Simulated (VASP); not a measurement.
A run of VASP 6.6.1 is set up as follows.

The input INCAR:

```
ALGO = Normal
EDIFF = 1E-6
ENCUT = 910
GGA = CA
GGA_COMPAT = False
ISIF = 2
ISMEAR = 0
LASPH = True
LCHARG = False
LREAL = False
LWAVE = False
NBANDS = 28
NELM = 120
PREC = Accurate
SIGMA = 0.05
```

File KPOINTS:

```
k-points
0
Gamma
  6 6 6
```

File POSCAR:

```
BaZrO3
1.0
    3.8052893064      0.0000000000      0.0000000000
    0.0000000000      4.6036742562      0.0000000000
    0.0000000000      0.0000000000      4.1474542849
Ba Zr O
1 1 3
Direct
    0.5000000000      0.5000000000      0.5000000000
    0.0000000000      0.0000000000      0.0000000000
    0.5000000000      0.0000000000      0.0000000000
    0.0000000000      0.5000000000      0.0000000000
    0.0000000000      0.0000000000      0.5000000000
```

Potentials or basis: VASP PAW LDA potentials, release 64 (Ba_sv, Zr_sv, O_h).

Launch:

```console
$ cat potpaw_LDA.64/Ba_sv/POTCAR potpaw_LDA.64/Zr_sv/POTCAR potpaw_LDA.64/O_h/POTCAR > POTCAR
$ mpirun -np 1 vasp_std > vasp.out
```

Task: Predict the band gap on the k mesh.

Result: 2.52 eV.

Task: Predict the pressure.

Result: 5.6 GPa.

Stress tensor (GPa, compression positive):
```
 33.51   0.00   0.00
  0.00 -17.28   0.00
  0.00   0.00   0.53
```

Caveat: the cell differs from its parent crystal (normal strain along x -0.0825, normal strain along y +0.1100); the cutoff is under 1.25 times the usual one of these potentials, so pressure, stress and relaxed cells hold a basis-set (Pulay) error; the cell stands under pressure; spin-orbit coupling is left out, which moves the levels of the heavy elements. A k mesh can miss the band edges.
